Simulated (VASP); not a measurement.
# Cr2Si2As (I4/mmm) in VASP: single point with PBE

Aim: the single point of Cr2Si2As with PBE.

All numbers are computed with VASP 6.6.1; they aren't measurements. Logs are shortened: lines on timing, memory, paths and dates and some standing lists are left out, and cuts for length are marked.

### 1 The cell of the first run

The structure is tetragonal, space group I4/mmm (No. 139). Conventional cell: a = 3.866 Å, b = 3.866 Å, c = 10.533 Å, α = 90.00°, β = 90.00°, γ = 90.00°. Si (site symmetry 4mm) has 1 Si at 2.40 Å and 4 Cr at 2.41 Å and 4 As at 2.99 Å within 3.2 Å. As (site symmetry 4/mmm) has 8 Si at 2.99 Å and 8 Cr at 3.27 Å and 4 As at 3.87 Å within 3.9 Å. Within 3.3 Å of Cr (site symmetry -4m2) lie 4 Si at 2.41 Å and 4 Cr at 2.73 Å and 4 As at 3.27 Å.

### 2 Single point, PBE

POSCAR reads:

```
Cr2Si2As
1.0
    0.0000000000      3.8664240000      0.0000000000
    3.8664240000      0.0000000000      0.0000000000
    1.9332120000      1.9332120000     -5.2664200000
Si As Cr
2 1 2
Direct
    0.3861000000      0.3861000000      0.2278000000
    0.6139000000      0.6139000000      0.7722000000
    0.0000000000      0.0000000000      0.0000000000
    0.7500000000      0.2500000000      0.5000000000
    0.2500000000      0.7500000000      0.5000000000
```

INCAR.step1 reads:

```
ALGO = Normal
EDIFF = 1E-6
ENCUT = 520
GGA = PE
ISIF = 2
ISMEAR = -1
LASPH = T
LCHARG = T
LMAXMIX = 4
LREAL = F
LWAVE = F
NBANDS = 26
NELM = 80
PREC = Accurate
SIGMA = 0.03
```

KPOINTS.step1 reads:

```
k-points
0
Gamma
  9 9 9
```

INCAR.step2 reads:

```
ALGO = Normal
EDIFF = 1E-6
ENCUT = 520
GGA = PE
ICHARG = 11
ISIF = 2
ISMEAR = -5
LASPH = T
LCHARG = F
LMAXMIX = 4
LORBIT = 11
LREAL = F
LWAVE = F
NBANDS = 26
NEDOS = 2001
NELM = 80
PREC = Accurate
SIGMA = 0.03
```

KPOINTS.step2 reads:

```
k-points
0
Gamma
  14 14 14
```

Potentials or basis: VASP PAW PBE potentials, release 64 (Si, As, Cr_pv).

Run with:

```bash
> cat potpaw_PBE.64/Si/POTCAR potpaw_PBE.64/As/POTCAR potpaw_PBE.64/Cr_pv/POTCAR > POTCAR
> cp INCAR.step1 INCAR
> cp KPOINTS.step1 KPOINTS
> mpirun -np 1 vasp_std > vasp.out
> cp INCAR.step2 INCAR
> cp KPOINTS.step2 KPOINTS
> mpirun -np 1 vasp_std > vasp.out
```

OUTCAR:

```text
EDIFF = 1E-6
   ENCUT = 520
   GGA = PE
   ICHARG = 11
   ISIF = 2
   ISMEAR = -5
   LASPH = T
   LORBIT = 11
   LREAL = F
   NELM = 80
   PREC = Accurate

 ion  position               nearest neighbor table
   1  0.386  0.386  0.228-   2 2.40   4 2.41   5 2.41   5 2.41   4 2.41   3 2.99   3 2.99   3 2.99
                             3 2.99
   2  0.614  0.614  0.772-   1 2.40   4 2.41   5 2.41   4 2.41   5 2.41   3 2.99   3 2.99   3 2.99
                             3 2.99
   3  0.000  0.000  0.000-   2 2.99   2 2.99   2 2.99   1 2.99   2 2.99   1 2.99   1 2.99   1 2.99

   4  0.750  0.250  0.500-   1 2.41   2 2.41   1 2.41   2 2.41   5 2.73   5 2.73   5 2.73   5 2.73

   5  0.250  0.750  0.500-   1 2.41   2 2.41   1 2.41   2 2.41   4 2.73   4 2.73   4 2.73   4 2.73

  LATTYP: Found a body centered tetragonal cell.
 ALAT       =     3.8664240000
 C/A-ratio  =     2.7241813107

  Lattice vectors:

 A1 = (  -1.9332120000,   1.9332120000,   5.2664200000)
 A2 = (   1.9332120000,  -1.9332120000,   5.2664200000)
 A3 = (   1.9332120000,   1.9332120000,  -5.2664200000)

Analysis of symmetry for initial positions (statically):
=====================================================================
 Subroutine PRICEL returns:
 Original cell was already a primitive cell.

 Routine SETGRP: Setting up the symmetry group for a
 body centered tetragonal supercell.

 Subroutine GETGRP returns: Found 16 space group operations
 (whereof 16 operations were pure point group operations)
 out of a pool of 16 trial point group operations.

The static configuration has the point symmetry D_4h.

Analysis of symmetry for dynamics (positions and initial velocities):
=====================================================================
 Subroutine PRICEL returns:
 Original cell was already a primitive cell.

 Routine SETGRP: Setting up the symmetry group for a
 body centered tetragonal supercell.

 Subroutine GETGRP returns: Found 16 space group operations
 (whereof 16 operations were pure point group operations)
 out of a pool of 16 trial point group operations.

The dynamic configuration has the point symmetry D_4h.

 Subroutine INISYM returns: Found 16 space group operations
 (whereof 16 operations are pure point group operations),
 and found     1 'primitive' translations

----------------------------------------------------------------------------------------

                                     Primitive cell

  volume of cell :      78.7289

  direct lattice vectors                    reciprocal lattice vectors
     0.000000000  3.866424000  0.000000000     0.000000000  0.258636921  0.094941155
     3.866424000  0.000000000  0.000000000     0.258636921  0.000000000  0.094941155
     1.933212000  1.933212000 -5.266420000     0.000000000  0.000000000 -0.189882311

  length of vectors
     3.866424000  3.866424000  5.933784365     0.275512033  0.275512033  0.189882311

  position of ions in fractional coordinates (direct lattice)
     0.386100000  0.386100000  0.227800000
     0.613900000  0.613900000  0.772200000
     0.000000000  0.000000000  0.000000000
     0.750000000  0.250000000  0.500000000
     0.250000000  0.750000000  0.500000000

  ion indices of the primitive-cell ions
   primitive index   ion index
                 1           1
                 2           2
                 3           3
                 4           4
                 5           5

----------------------------------------------------------------------------------------

 KPOINTS: k-points

Automatic generation of k-mesh.
 Grid dimensions read from file:
 generate k-points for:   14   14   14

 Generating k-lattice:

  Cartesian coordinates                     Fractional coordinates (reciprocal lattice)
     0.000000000  0.018474066  0.006781511     0.071428571  0.000000000  0.000000000
     0.018474066  0.000000000  0.006781511     0.000000000  0.071428571  0.000000000
     0.000000000  0.000000000 -0.013563022     0.000000000  0.000000000  0.071428571

  Length of vectors
     0.019679431  0.019679431  0.013563022

  Shift w.r.t. Gamma in fractional coordinates (k-lattice)
     0.000000000  0.000000000  0.000000000

 TETIRR: Found   7833 inequivalent tetrahedra from    16464

 Subroutine IBZKPT returns following result:
 ===========================================

 Found    244 irreducible k-points:

 Following reciprocal coordinates:
            Coordinates               Weight
  0.000000  0.000000  0.000000      1.000000
  0.071429  0.000000 -0.000000      8.000000
  0.142857  0.000000  0.000000      8.000000
  0.214286  0.000000 -0.000000      8.000000
  0.285714  0.000000  0.000000      8.000000
  0.357143  0.000000  0.000000      8.000000
[... 16 lines left out ...]
  0.214286  0.142857  0.000000     16.000000
  0.285714  0.142857  0.000000     16.000000
 [... further k-points ...]
   k-points           NKPTS =    244   k-points in BZ     NKDIM =    244   number of bands    NBANDS=     26
   number of dos      NEDOS =   2001   number of ions     NIONS =      5
   total plane-waves  NPLWV =  43200
   dimension x,y,z NGX =    30 NGY =   30 NGZ =   48
   dimension x,y,z NGXF=    60 NGYF=   60 NGZF=   96
   ions per type =               2   1   2
   NGX,Y,Z   is equivalent  to a cutoff of  12.90, 12.90, 13.45 a.u.
   NGXF,Y,Z  is equivalent  to a cutoff of  25.80, 25.80, 26.90 a.u.
 SYSTEM =  unknown system
   PREC   = accura    normal or accurate (medium, high low for compatibility)
   ISTART =      0    job   : 0-new  1-cont  2-samecut
   ICHARG =     11    charge: 1-file 2-atom 10-const
   ISPIN  =      1    spin polarized calculation?
   LNONCOLLINEAR =      F non collinear calculations
   LSORBIT =      F    spin-orbit coupling
   LASPH  =      T    aspherical Exc in radial PAW
   ENCUT  =  520.0 eV  38.22 Ry    6.18 a.u.   7.19  7.19 11.03*2*pi/ulx,y,z
   NELM   =     80;   NELMIN=  2; NELMDL=  0     # of ELM steps
   EDIFF  = 0.1E-05   stopping-criterion for ELM
   LREAL  =      F    real-space projection
   EDIFFG = 0.1E-04   stopping-criterion for IOM
   NSW    =      0    number of steps for IOM
   IBRION =     -1    ionic relax: 0-MD 1-quasi-New 2-CG
   NFREE  =      0    steps in history (QN), initial steepest desc. (CG)
   ISIF   =      2    stress and relaxation
   ISYM   =      2    0-nonsym 1-usesym 2-fastsym
   POTIM  = 0.5000    time-step for ionic-motion
   TEBEG  =    0.0;   TEEND  =   0.0 temperature during run
   PSTRESS=    0.0 pullay stress
   NELECT =      37.0000    total number of electrons
   NUPDOWN=      -1.0000    fix difference up-down
   EMIN   =  10.00;   EMAX   =-10.00  energy-range for DOS
   EFERMI =   0.00;   METHOD = LEGACY
   ISMEAR =    -5;   SIGMA  =   0.03  broadening in eV -4-tet -1-fermi 0-gaus
   EFERMI_NEDOS =   21; number of points for ismear=-14 and -15
   IALGO  =     38    algorithm
   IMIX   =      4    mixing-type and parameters
     AMIX     =   0.40;   BMIX     =  1.00
     AMIX_MAG =   1.60;   BMIX_MAG =  1.00
  volume/ion in A,a.u.               =      15.75       106.26
  Fermi-wavevector in a.u.,A,eV,Ry     =   1.272811  2.405264 22.042089  1.620048
  Thomas-Fermi vector in A             =   2.405669
   LORBIT       =     11    0 simple, 1 ext, 2 COOP (PROOUT), +10 PAW based schemes
   GGA     = PE    functional components
   LHFCALC =     F    Hartree Fock is set to
   AEXX    =    0.0000 exact exchange contribution
   IVDW    =     0    specifies the selected vdW correction
   LEPSILON=     F    determine dielectric tensor
   LRPA    =     F    only Hartree local field effects (RPA)
 non-spin polarized calculation
 Fermi weights with tetrahedron method with Bloechl corrections
  energy-cutoff  :      520.00
  volume of cell :       78.73
 maximum number of plane-waves:      2156
 NGX is ok and might be reduce to    30

 number of electron      36.9999997 magnetization

 Free energy of the ion-electron system (eV)
  ---------------------------------------------------
  ext. energy  EPLUGINS =         0.00000000
  ---------------------------------------------------
  free energy    TOTEN  =       -32.22537093 eV

  energy without entropy =      -32.22537093  energy(sigma->0) =      -32.22537093

 E-fermi :   7.8936     XC(G=0): -11.3276

 val. band max:        7.9242900192   @ k =  -0.3571   0.0000   0.2143
 cond. band min:       7.8486990228   @ k =  -0.1429  -0.2857   0.1429
 fundamental gap:     -0.0755909964
 Fermi energy:         7.8935869945

 k-point     1 :       0.0000    0.0000    0.0000
  band No.  band energies     occupation
      1     -35.0404      2.00000
      2     -35.0404      2.00000
      3     -34.9406      2.00000
      4     -34.8851      2.00000
      5     -34.8221      2.00000
      6     -34.8221      2.00000
[... 18 lines left out ...]
     25      10.6775      0.00000
     26      10.6816      0.00000

 k-point     2 :       0.0714    0.0000   -0.0000
  band No.  band energies     occupation
      1     -35.0380      2.00000
      2     -35.0377      2.00000
      3     -34.9399      2.00000
      4     -34.8857      2.00000
      5     -34.8251      2.00000
      6     -34.8248      2.00000
[... 18 lines left out ...]
     25      10.8299      0.00000
[... 608 lines left out ...]
     25      10.6106      0.00000
     26      11.5833      0.00000

 k-point    24 :       0.2857    0.1429    0.0000
  band No.  band energies     occupation
      1     -35.0412      2.00000
      2     -34.9492      2.00000
      3     -34.9280      2.00000
      4     -34.9192      2.00000
      5     -34.8968      2.00000
      6     -34.8259      2.00000
[... 18 lines left out ...]
     25      10.6815      0.00000
     26      11.5568      0.00000

 [... further k-points ...]

------------------------ aborting loop because EDIFF is reached ----------------------------------------

  FORCE on cell =-STRESS in cart. coord.  units (eV):
  Direction    XX          YY          ZZ          XY          YZ          ZX
  --------------------------------------------------------------------------------------
  -------------------------------------------------------------------------------------
  Total       -3.1012497     -3.1012497     -3.4799415      0.0000000      0.0000000      0.0000000
  in kB      -63.1121347    -63.1121347    -70.8187199      0.0000000      0.0000000      0.0000000
  external PRESSURE =     -65.6809964 kB  Pullay stress =       0.0000000 kB

 VOLUME and BASIS-vectors are now :
 -----------------------------------------------------------------------------
  energy-cutoff  :      520.00
  volume of cell :       78.73
      direct lattice vectors                 reciprocal lattice vectors
     0.000000000  3.866424000  0.000000000     0.000000000  0.258636921  0.094941155
     3.866424000  0.000000000  0.000000000     0.258636921  0.000000000  0.094941155
     1.933212000  1.933212000 -5.266420000     0.000000000  0.000000000 -0.189882311

 POSITION                                       TOTAL-FORCE (eV/Angst)
 -----------------------------------------------------------------------------------
      1.93321      1.93321     -1.19969         0.000000     -0.000000      0.512377
      3.86642      3.86642     -4.06673         0.000000     -0.000000     -0.512377
      0.00000      0.00000      0.00000         0.000000     -0.000000      0.000000
      1.93321      3.86642     -2.63321         0.000000      0.000000      0.000000
      3.86642      1.93321     -2.63321        -0.000000      0.000000      0.000000
 -----------------------------------------------------------------------------------
    total drift:                                0.000000     -0.000000     -0.000000

  FREE ENERGIE OF THE ION-ELECTRON SYSTEM (eV)
  ---------------------------------------------------
  free  energy   TOTEN  =       -32.2253709269 eV

  energy  without entropy=      -32.2253709269  energy(sigma->0) =      -32.22537093

 total charge

# of ion       s       p       d       tot
------------------------------------------
    1        0.775   0.901   0.000   1.676
    2        0.775   0.901   0.000   1.676
    3        1.367   1.126   0.049   2.542
    4        0.348   6.283   4.216  10.847
    5        0.348   6.283   4.216  10.847
--------------------------------------------------
tot          3.613  15.493   8.481  27.587
```

It took 4.8 min on 1 thread of Intel Xeon Platinum 8488C (Sapphire Rapids), shared host; peak memory 0.55 GiB.

What came out:

* Valence electrons inside the program's atomic spheres: Si 1.68; As 2.54; Cr 10.85

Caveat: the run has no spin polarisation, though such a crystal can be magnetic; tetrahedron occupations give inexact forces and stress in metals. Spin polarisation is off, so any magnetic state and its effect on volume and gap are missing.
